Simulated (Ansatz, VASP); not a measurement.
**Two plane-wave programs on Ta4N3**

```
Ta N
1.0
    -2.20320    2.20320    4.31061
     2.20320   -2.20320    4.31061
     2.20320    2.20320   -4.31061
Ta N
4 3
Cartesian
  2.2032 0.0000 0.0000
  0.0000 0.0000 2.3154
  0.0000 2.2032 0.0000
  0.0000 0.0000 6.3058
  0.0000 2.2032 2.1553
  0.0000 0.0000 0.0000
  2.2032 0.0000 2.1553
```

Alike in both runs: functional r2SCAN; k mesh 12 × 12 × 12; occupations gaussian, width 0.1 eV; no spin polarisation.

Ansatz relaxed the structure, and its values are those at the end. VASP's run is a single point on that final structure, the one shown.

```csv
,VASP,Ansatz
version,VASP 6.6.1,Ansatz 0.2.0
potentials or method,"VASP PAW PBE potentials, release 64 (Ta_pv, N), cutoff 520 eV","scalar-relativistic, plane waves, PAW"
valence electrons in the cell,59,67
```

```tsv
	VASP	Ansatz	Ansatz less VASP
gap on the k mesh at the Fermi level (eV)	none	none	-
pressure (GPa)	-3.9	-5.3	-1.38
rms of the force components (eV/Å)	0.016	0.002	-0.0145
```

VASP's potentials were made for PBE, not for r2SCAN. A gap of «none» marks a metal or a gap that the smearing closes. With one functional, cell and mesh, what is left measures potentials, basis and numerics. VASP's potentials hold 59 valence electrons a cell and Ansatz's 67, so a difference there can come from the potentials and not from the codes. Ansatz's warnings: stress scf threshold loose.

Spin-orbit coupling is off throughout.
